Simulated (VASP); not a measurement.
# PbS (P-6m2) in VASP: a series of runs

PbS is run at these levels: LDA; tasks: single point.

Program: VASP 6.6.1. These are calculated values, not measurements. Logs are shortened: lines on timing, memory, paths and dates and some standing lists are left out, and cuts for length are marked.

## (1) The cell of the first run

The structure is hexagonal, space group P-6m2 (No. 187). Conventional cell: a = 3.978 Å, b = 3.978 Å, c = 3.684 Å, α = 90.00°, β = 90.00°, γ = 120.00°. Within 4.0 Å of Pb (site symmetry -6m2) lie 6 S at 2.94 Å and 8 Pb at 3.68 to 3.98 Å. Within 4.0 Å of S (site symmetry -6m2) lie 6 Pb at 2.94 Å and 8 S at 3.68 to 3.98 Å.

## (2) Single point, LDA

INCAR reads:

```
PREC = Accurate
ENCUT = 500
EDIFF = 1E-6
ISMEAR = -1
SIGMA = 0.05
LREAL = F
LASPH = T
NELM = 120
ALGO = Normal
ISIF = 2
LWAVE = F
LCHARG = F
GGA = CA
NBANDS = 17
GGA_COMPAT = F
```

KPOINTS reads:

```
Automatic mesh
0
Gamma
  6 6 6
```

POSCAR reads:

```
PbS
1.0
    3.9775942759      0.0000000000      0.0000000000
   -1.9887971331      3.4446976856      0.0000000000
    0.0000000000      0.0000000000      3.6843288961
Pb S
1 1
Direct
    0.0000000000      0.0000000000      0.0000000000
    0.6666666667      0.3333333333      0.5000000000
```

Potentials or basis: VASP PAW LDA potentials, release 64 (Pb_d, S).

On the command line:

```
$ cat potpaw_LDA.64/Pb_d/POTCAR potpaw_LDA.64/S/POTCAR > POTCAR
$ mpirun -np 1 vasp_std > vasp.out
```

OUTCAR:

```text
PREC = Accurate
   ENCUT = 500
   EDIFF = 1E-6
   ISMEAR = -1
   LREAL = F
   LASPH = T
   NELM = 120
   ISIF = 2
   GGA = CA

 ion  position               nearest neighbor table
   1  0.000  0.000  0.000-   2 2.94   2 2.94   2 2.94   2 2.94   2 2.94   2 2.94
   2  0.667  0.333  0.500-   1 2.94   1 2.94   1 2.94   1 2.94   1 2.94   1 2.94

  LATTYP: Found a hexagonal cell.
 ALAT       =     3.9775942759
 C/A-ratio  =     0.9262706653

  Lattice vectors:

 A1 = (   3.9775942759,   0.0000000000,   0.0000000000)
 A2 = (  -1.9887971331,   3.4446976856,   0.0000000000)
 A3 = (   0.0000000000,   0.0000000000,   3.6843288961)

Analysis of symmetry for initial positions (statically):
=====================================================================
 Subroutine PRICEL returns:
 Original cell was already a primitive cell.

 Routine SETGRP: Setting up the symmetry group for a
 hexagonal supercell.

 Subroutine GETGRP returns: Found 12 space group operations
 (whereof 12 operations were pure point group operations)
 out of a pool of 24 trial point group operations.

The static configuration has the point symmetry D_3h.

Analysis of symmetry for dynamics (positions and initial velocities):
=====================================================================
 Subroutine PRICEL returns:
 Original cell was already a primitive cell.

 Routine SETGRP: Setting up the symmetry group for a
 hexagonal supercell.

 Subroutine GETGRP returns: Found 12 space group operations
 (whereof 12 operations were pure point group operations)
 out of a pool of 24 trial point group operations.

The dynamic configuration has the point symmetry D_3h.

 Subroutine INISYM returns: Found 12 space group operations
 (whereof 12 operations are pure point group operations),
 and found     1 'primitive' translations

----------------------------------------------------------------------------------------

                                     Primitive cell

  volume of cell :      50.4812

  direct lattice vectors                    reciprocal lattice vectors
     3.977594276  0.000000000  0.000000000     0.251408246  0.145150618  0.000000000
    -1.988797133  3.444697686  0.000000000     0.000000000  0.290301237  0.000000000
     0.000000000  0.000000000  3.684328896     0.000000000  0.000000000  0.271419851

  length of vectors
     3.977594276  3.977594271  3.684328896     0.290301237  0.290301237  0.271419851

  position of ions in fractional coordinates (direct lattice)
     0.000000000  0.000000000  0.000000000
     0.666666667  0.333333333  0.500000000

  ion indices of the primitive-cell ions
   primitive index   ion index
                 1           1
                 2           2

----------------------------------------------------------------------------------------

 KPOINTS: Automatic mesh

Automatic generation of k-mesh.
 Grid dimensions read from file:
 generate k-points for:    6    6    6

 Generating k-lattice:

  Cartesian coordinates                     Fractional coordinates (reciprocal lattice)
     0.041901374  0.024191770  0.000000000     0.166666667  0.000000000  0.000000000
     0.000000000  0.048383540  0.000000000     0.000000000  0.166666667  0.000000000
     0.000000000  0.000000000  0.045236642     0.000000000  0.000000000  0.166666667

  Length of vectors
     0.048383539  0.048383540  0.045236642

  Shift w.r.t. Gamma in fractional coordinates (k-lattice)
     0.000000000  0.000000000  0.000000000

 Subroutine IBZKPT returns following result:
 ===========================================

 Found     28 irreducible k-points:

 Following reciprocal coordinates:
            Coordinates               Weight
  0.000000  0.000000  0.000000      1.000000
  0.166667 -0.000000  0.000000      6.000000
  0.333333  0.000000  0.000000      6.000000
  0.500000  0.000000  0.000000      3.000000
  0.166667  0.166667  0.000000      6.000000
  0.333333  0.166667  0.000000     12.000000
[... 16 lines left out ...]
  0.166667 -0.000000  0.500000      6.000000
  0.333333  0.000000  0.500000      6.000000
 [... further k-points ...]
   k-points           NKPTS =     28   k-points in BZ     NKDIM =     28   number of bands    NBANDS=     17
   number of dos      NEDOS =    301   number of ions     NIONS =      2
   total plane-waves  NPLWV =  25200
   dimension x,y,z NGX =    30 NGY =   30 NGZ =   28
   dimension x,y,z NGXF=    60 NGYF=   60 NGZF=   56
   ions per type =               1   1
   NGX,Y,Z   is equivalent  to a cutoff of  12.54, 12.54, 12.63 a.u.
   NGXF,Y,Z  is equivalent  to a cutoff of  25.08, 25.08, 25.27 a.u.
 SYSTEM =  unknown system
   PREC   = accura    normal or accurate (medium, high low for compatibility)
   ISTART =      0    job   : 0-new  1-cont  2-samecut
   ICHARG =      2    charge: 1-file 2-atom 10-const
   ISPIN  =      1    spin polarized calculation?
   LNONCOLLINEAR =      F non collinear calculations
   LSORBIT =      F    spin-orbit coupling
[... 20 lines left out ...]
   IALGO  =     38    algorithm
   IMIX   =      4    mixing-type and parameters
     AMIX     =   0.40;   BMIX     =  1.00
     AMIX_MAG =   1.60;   BMIX_MAG =  1.00
  volume/ion in A,a.u.               =      25.24       170.33
  Fermi-wavevector in a.u.,A,eV,Ry     =   1.202379  2.272167 19.670161  1.445716
  Thomas-Fermi vector in A             =   2.338162
   LORBIT       =      0    0 simple, 1 ext, 2 COOP (PROOUT), +10 PAW based schemes
   GGA     = CA    functional components
   LHFCALC =     F    Hartree Fock is set to
   AEXX    =    0.0000 exact exchange contribution
   IVDW    =     0    specifies the selected vdW correction
   LEPSILON=     F    determine dielectric tensor
   LRPA    =     F    only Hartree local field effects (RPA)
 non-spin polarized calculation
  energy-cutoff  :      500.00
  volume of cell :       50.48
 maximum number of plane-waves:      1334
 NGX is ok and might be reduce to    30
   NGX = 15   NGY = 15   NGZ = 13

 number of electron      20.0000002 magnetization

 Free energy of the ion-electron system (eV)
  ---------------------------------------------------
  ext. energy  EPLUGINS =         0.00000000
  ---------------------------------------------------
  free energy    TOTEN  =        -9.75314213 eV

  energy without entropy =       -9.75147361  energy(sigma->0) =       -9.75230787

 E-fermi :   6.0495     XC(G=0): -10.1715

 val. band max:        5.4698749286   @ k =   0.1667   0.1667   0.1667
 cond. band min:       6.1345021697   @ k =   0.0000   0.0000   0.5000
 fundamental gap:      0.6646272411
 Fermi energy:         6.0494968929

 k-point     1 :       0.0000    0.0000    0.0000
  band No.  band energies     occupation
      1     -10.9803      2.00000
      2     -10.9296      2.00000
      3     -10.9296      2.00000
      4     -10.8173      2.00000
      5     -10.8173      2.00000
      6      -7.8335      2.00000
[... 9 lines left out ...]
     16      17.3092      0.00000
     17      17.3406      0.00000

 k-point     2 :       0.1667   -0.0000    0.0000
  band No.  band energies     occupation
      1     -10.9715      2.00000
      2     -10.9395      2.00000
      3     -10.9076      2.00000
      4     -10.8291      2.00000
      5     -10.8198      2.00000
      6      -7.5821      2.00000
[... 9 lines left out ...]
     16      16.1783      0.00000
     17      16.7904      0.00000

 k-point     3 :       0.3333    0.0000    0.0000
  band No.  band energies     occupation
      1     -10.9778      2.00000
      2     -10.9356      2.00000
      3     -10.8631      2.00000
      4     -10.8526      2.00000
      5     -10.8248      2.00000
      6      -6.9426      2.00000
[... 9 lines left out ...]
     16      16.6968      0.00000
     17      17.1194      0.00000

 k-point     4 :       0.5000    0.0000    0.0000
  band No.  band energies     occupation
      1     -10.9890      2.00000
      2     -10.9258      2.00000
      3     -10.8642      2.00000
      4     -10.8405      2.00000
      5     -10.8273      2.00000
      6      -6.4891      2.00000
[... 9 lines left out ...]
     16      17.3038      0.00000
     17      17.3890      0.00000
[... 343 lines left out ...]
      1     -10.9168      2.00000
      2     -10.9168      2.00000
      3     -10.8822      2.00000
      4     -10.8822      2.00000
      5     -10.8198      2.00000
      6      -6.4936      2.00000
[... 9 lines left out ...]
     16      14.7205      0.00000
     17      14.7205      0.00000

 k-point    23 :       0.1667   -0.0000    0.5000
  band No.  band energies     occupation
      1     -10.9220      2.00000
      2     -10.9180      2.00000
      3     -10.8963      2.00000
      4     -10.8866      2.00000
      5     -10.8047      2.00000
      6      -6.3048      2.00000
[... 9 lines left out ...]
     16      14.6950      0.00000
     17      15.9596      0.00000

 k-point    24 :       0.3333    0.0000    0.5000
  band No.  band energies     occupation
      1     -10.9850      2.00000
      2     -10.9356      2.00000
      3     -10.8956      2.00000
      4     -10.8549      2.00000
      5     -10.7724      2.00000
      6      -5.8942      2.00000
[... 9 lines left out ...]
     16      16.5192      0.00000
     17      18.5185      0.00000

 [... further k-points ...]
[... 5 lines left out ...]
  --------------------------------------------------------------------------------------
  -------------------------------------------------------------------------------------
  Total       -0.1914411     -0.1914411      0.2450741     -0.0000000      0.0000000      0.0000000
  in kB       -6.0759716     -6.0759715      7.7781820     -0.0000000      0.0000000      0.0000000
  external PRESSURE =      -1.4579204 kB  Pullay stress =       0.0000000 kB

 VOLUME and BASIS-vectors are now :
 -----------------------------------------------------------------------------
  energy-cutoff  :      500.00
  volume of cell :       50.48
      direct lattice vectors                 reciprocal lattice vectors
     3.977594276  0.000000000  0.000000000     0.251408246  0.145150618  0.000000000
    -1.988797133  3.444697686  0.000000000     0.000000000  0.290301237  0.000000000
     0.000000000  0.000000000  3.684328896     0.000000000  0.000000000  0.271419851

 POSITION                                       TOTAL-FORCE (eV/Angst)
 -----------------------------------------------------------------------------------
      0.00000      0.00000      0.00000         0.000000     -0.000000      0.000000
      1.98880      1.14823      1.84216        -0.000000      0.000000      0.000000
 -----------------------------------------------------------------------------------
    total drift:                               -0.000000      0.000000      0.000000

  FREE ENERGIE OF THE ION-ELECTRON SYSTEM (eV)
  ---------------------------------------------------
  free  energy   TOTEN  =        -9.7531421254 eV

  energy  without entropy=       -9.7514736113  energy(sigma->0) =       -9.75230787
```

Wall time 9.9 s (1 thread of Intel Xeon 6975P-C (Granite Rapids), shared host); peak memory 0.15 GiB.

Results:

- Free energy: -9.7531 eV
- Pressure: -0.1 GPa
- Band gap on the k mesh: zero (bands 10 and 11 overlap by 1.06 eV)

Stress tensor (GPa, compression positive):
```
-0.61  0.00  0.00
 0.00 -0.61  0.00
 0.00  0.00  0.78
```

Caveat: spin-orbit coupling is left out, which moves the levels of the heavy elements.

## (3) Single point, LDA

This run uses another cell than the first one, of 25.97 Å³/atom.

INCAR reads:

```
PREC = Accurate
ENCUT = 500
EDIFF = 1E-6
ISMEAR = -1
SIGMA = 0.05
LREAL = False
LASPH = True
NELM = 120
ALGO = Normal
ISIF = 2
LWAVE = False
LCHARG = False
NBANDS = 17
GGA_COMPAT = False
```

KPOINTS reads:

```
regular mesh
0
Gamma
  6 6 6
```

POSCAR reads:

```
PbS
1.0
    4.0156596919      0.0000000000      0.0000000000
   -2.0078298411      3.4776633029      0.0000000000
    0.0000000000      0.0000000000      3.7195877743
Pb S
1 1
Direct
    0.0000000000      0.0000000000      0.0000000000
    0.6666666667      0.3333333333      0.5000000000
```

Potentials or basis: VASP PAW LDA potentials, release 64 (Pb_d, S).

On the command line:

```
$ cat potpaw_LDA.64/Pb_d/POTCAR potpaw_LDA.64/S/POTCAR > POTCAR
$ mpirun -np 1 vasp_std > vasp.out
```

Run time: 9 s. Hardware: 1 thread of Intel Xeon 6975P-C (Granite Rapids), shared host; peak memory 0.15 GiB.

Results (log left out):

```
Free energy            : -9.7448 eV
Pressure               : -1.8 GPa
Band gap on the k mesh : zero (bands 10 and 11 overlap by 0.89 eV)
```

Stress tensor (GPa, compression positive):
```
-2.02  0.00  0.00
 0.00 -2.02  0.00
 0.00  0.00 -1.34
```

Levels at points of the mesh, in eV from the Fermi level:
| k point | band 6 | band 7 | band 8 | band 9 | band 10 | band 11 | band 12 | band 13 | band 14 | band 15 |
| --- | --- | --- | --- | --- | --- | --- | --- | --- | --- | --- |
| (0.00, 0.00, 0.00) | -13.67 | -6.49 | -2.51 | -1.97 | -1.97 | 3.25 | 3.25 | 4.91 | 6.59 | 6.84 |
| (0.50, 0.00, 0.00) | -12.41 | -8.88 | -3.09 | -2.06 | -1.42 | 1.80 | 3.77 | 5.09 | 5.30 | 10.94 |
| (0.00, 0.00, 0.50) | -12.40 | -9.45 | -1.34 | -1.34 | 0.00 | 0.65 | 3.76 | 3.76 | 7.99 | 7.99 |
| (0.50, 0.00, 0.50) | -11.64 | -7.66 | -4.58 | -4.51 | -1.68 | 1.86 | 2.53 | 2.59 | 8.15 | 10.77 |

Caveat: spin-orbit coupling is left out, which moves the levels of the heavy elements.

## (4) Single point, LDA

This run uses another cell than the first one, of 26.70 Å³/atom.

INCAR reads:

```
SYSTEM = PbS
PREC = Accurate
ENCUT = 500
EDIFF = 1E-6
ISMEAR = -1
SIGMA = 0.05
LREAL = .FALSE.
LASPH = .TRUE.
NELM = 120
ALGO = Normal
ISIF = 2
LWAVE = .FALSE.
LCHARG = .FALSE.
GGA = CA
NBANDS = 17
GGA_COMPAT = .FALSE.
```

KPOINTS reads:

```
Automatic mesh
0
G
  6 6 6
  0 0 0
```

POSCAR reads:

```
PbS
1.0
    4.0530168110      0.0000000000      0.0000000000
   -2.0265084006      3.5100155170      0.0000000000
    0.0000000000      0.0000000000      3.7541905778
Pb S
1 1
Direct
    0.0000000000      0.0000000000      0.0000000000
    0.6666666667      0.3333333333      0.5000000000
```

On the command line:

```
$ cat potpaw_LDA.64/Pb_d/POTCAR potpaw_LDA.64/S/POTCAR > POTCAR
$ mpirun -np 1 vasp_std > vasp.out
```

It took 8.9 s on 1 thread of Intel Xeon 6975P-C (Granite Rapids), shared host; peak memory 0.16 GiB.

It converged, with:

* Free energy: -9.7225 eV
* Pressure: -3.2 GPa
* Band gap on the k mesh: zero (bands 10 and 11 overlap by 0.74 eV)

Stress tensor (GPa, compression positive):
```
-3.26  0.00  0.00
 0.00 -3.26  0.00
 0.00  0.00 -3.18
```

Levels at points of the mesh, in eV from the Fermi level:
| k point | band 6 | band 7 | band 8 | band 9 | band 10 | band 11 | band 12 | band 13 | band 14 | band 15 |
| --- | --- | --- | --- | --- | --- | --- | --- | --- | --- | --- |
| (0.00, 0.00, 0.00) | -13.43 | -6.53 | -2.37 | -1.85 | -1.85 | 3.27 | 3.27 | 5.01 | 6.44 | 6.81 |
| (0.50, 0.00, 0.00) | -12.24 | -8.73 | -2.93 | -1.99 | -1.32 | 1.79 | 3.76 | 5.16 | 5.19 | 10.93 |
| (0.00, 0.00, 0.50) | -12.22 | -9.27 | -1.24 | -1.24 | -0.02 | 0.66 | 3.72 | 3.72 | 8.04 | 8.04 |
| (0.50, 0.00, 0.50) | -11.53 | -7.59 | -4.38 | -4.32 | -1.58 | 1.91 | 2.58 | 2.60 | 8.08 | 10.59 |

Caveat: the cell stands under tension; semilocal functionals underestimate gaps, so a narrow gap can read as zero; spin-orbit coupling is left out, which moves the levels of the heavy elements.

## (5) Single point, LDA

This run uses another cell than the first one, of 27.44 Å³/atom.

INCAR reads:

```
PREC     = Accurate       # precision mode
ENCUT    = 500            # plane-wave cutoff, eV
EDIFF    = 1E-6           # SCF threshold, eV
ISMEAR   = -1             # smearing method
SIGMA    = 0.05           # smearing width, eV
LREAL    = F              # projectors in reciprocal space
LASPH    = T              # aspherical terms in the spheres
NELM     = 120            # most SCF steps
ALGO     = Normal         # electronic algorithm
ISIF     = 2              # what is computed and relaxed
LWAVE    = F              # write WAVECAR
LCHARG   = F              # write CHGCAR
GGA      = CA             # functional
NBANDS   = 17             # bands
GGA_COMPAT= F
```

KPOINTS reads:

```
regular mesh
0
Gamma
  6 6 6
```

POSCAR reads:

```
PbS
1.0
    4.0896976900      0.0000000000      0.0000000000
   -2.0448488400      3.5417820900      0.0000000000
    0.0000000000      0.0000000000      3.7881670000
Pb S
1 1
Direct
    0.0000000000      0.0000000000      0.0000000000
    0.6666666667      0.3333333333      0.5000000000
```

On the command line:

```
$ cat potpaw_LDA.64/Pb_d/POTCAR potpaw_LDA.64/S/POTCAR > POTCAR
$ mpirun -np 1 vasp_std > vasp.out
```

Wall time 9.3 s (1 thread of Intel Xeon 6975P-C (Granite Rapids), shared host); peak memory 0.15 GiB.

The run converged. Its results:

- Free energy: -9.6878 eV
- Pressure: -4.5 GPa
- Band gap on the k mesh: zero (bands 10 and 11 overlap by 0.60 eV)

Stress tensor (GPa, compression positive):
```
-4.35  0.00  0.00
 0.00 -4.35  0.00
 0.00  0.00 -4.75
```

Levels at points of the mesh, in eV from the Fermi level:
```tsv
k point	band 8	band 9	band 10	band 11	band 12	band 13
(0.00, 0.00, 0.00)	-2.22	-1.72	-1.72	3.30	3.30	5.12
(0.50, 0.00, 0.00)	-2.76	-1.91	-1.21	1.79	3.76	5.11
(0.00, 0.00, 0.50)	-1.13	-1.13	-0.03	0.69	3.70	3.70
(0.50, 0.00, 0.50)	-4.16	-4.13	-1.46	1.97	2.62	2.64
```

Caveat: the cell stands under tension; semilocal functionals underestimate gaps, so a narrow gap can read as zero; spin-orbit coupling is left out, which moves the levels of the heavy elements.

## (6) Single point, LDA

This run uses another cell than the first one, of 28.17 Å³/atom.

INCAR reads:

```
SYSTEM = PbS
PREC = Accurate ; ENCUT = 500
EDIFF = 1E-6 ; ISMEAR = -1
SIGMA = 0.05 ; LREAL = .False.
LASPH = .True. ; NELM = 120
ALGO = Normal ; ISIF = 2
LWAVE = .False. ; LCHARG = .False.
GGA = CA ; NBANDS = 17
GGA_COMPAT = .False.
```

KPOINTS reads:

```
Automatic mesh
0
Gamma
  6 6 6
  0 0 0
```

POSCAR reads:

```
PbS
1.0
    4.1257321255      0.0000000000      0.0000000000
   -2.0628660577      3.5729888265      0.0000000000
    0.0000000000      0.0000000000      3.8215446405
Pb S
1 1
Direct
    0.0000000000      0.0000000000      0.0000000000
    0.6666666667      0.3333333333      0.5000000000
```

Potentials or basis: VASP PAW LDA potentials, release 64 (Pb_d, S).

On the command line:

```
$ cat potpaw_LDA.64/Pb_d/POTCAR potpaw_LDA.64/S/POTCAR > POTCAR
$ mpirun -np 1 vasp_std > vasp.out
```

It took 8.8 s on 1 thread of Intel Xeon 6975P-C (Granite Rapids), shared host; peak memory 0.16 GiB.

It converged, with:

```yaml
Free_energy: -9.6425 eV
Pressure: -5.6 GPa
Band_gap_on_the_k_mesh: zero (bands 10 and 11 overlap by 0.47 eV)
```

Stress tensor (GPa, compression positive):
```
-5.28  0.00  0.00
 0.00 -5.28  0.00
 0.00  0.00 -6.10
```

Levels at points of the mesh, in eV from the Fermi level:
```
           k point  band 6  band 7  band 8  band 9  band 10  band 11  band 12  band 13  band 14  band 15
(0.00, 0.00, 0.00)  -12.95   -6.56   -2.08   -1.60    -1.60     3.32     3.32     5.23     6.19     6.80
(0.50, 0.00, 0.00)  -11.89   -8.44   -2.60   -1.83    -1.11     1.79     3.76     5.03     5.33    10.85
(0.00, 0.00, 0.50)  -11.87   -8.93   -1.02   -1.02    -0.04     0.72     3.68     3.68     8.15     8.15
(0.50, 0.00, 0.50)  -11.28   -7.43   -3.96   -3.94    -1.34     2.02     2.64     2.69     7.99    10.31
```

Caveat: the cell stands under tension; semilocal functionals underestimate gaps, so a narrow gap can read as zero; spin-orbit coupling is left out, which moves the levels of the heavy elements.

## (7) Summary

```tsv
cell	gap on the mesh (eV)	pressure (GPa)
a = 3.978, b = 3.978, c = 3.684 Å, angles 90.0, 90.0, 120.0°, 2 atoms	none	-0.1
a = 4.016, b = 4.016, c = 3.720 Å, angles 90.0, 90.0, 120.0°, 2 atoms	none	-1.8
a = 4.053, b = 4.053, c = 3.754 Å, angles 90.0, 90.0, 120.0°, 2 atoms	none	-3.2
a = 4.090, b = 4.090, c = 3.788 Å, angles 90.0, 90.0, 120.0°, 2 atoms	none	-4.5
a = 4.126, b = 4.126, c = 3.822 Å, angles 90.0, 90.0, 120.0°, 2 atoms	none	-5.6
```

Alike in all rows: task single point; level LDA; potentials or basis VASP PAW LDA potentials, release 64 (Pb_d, S); no spin polarisation; k mesh 6 × 6 × 6; cutoff (eV) 500; smearing fermi-dirac 0.05 eV.

Caveats: spin-orbit coupling is left out, which moves the levels of the heavy elements; the cell stands under tension (at least some runs); semilocal functionals underestimate gaps, so a narrow gap can read as zero (at least some runs).

Total energies depend on the potentials used, so only differences within one code and one set of settings carry meaning.
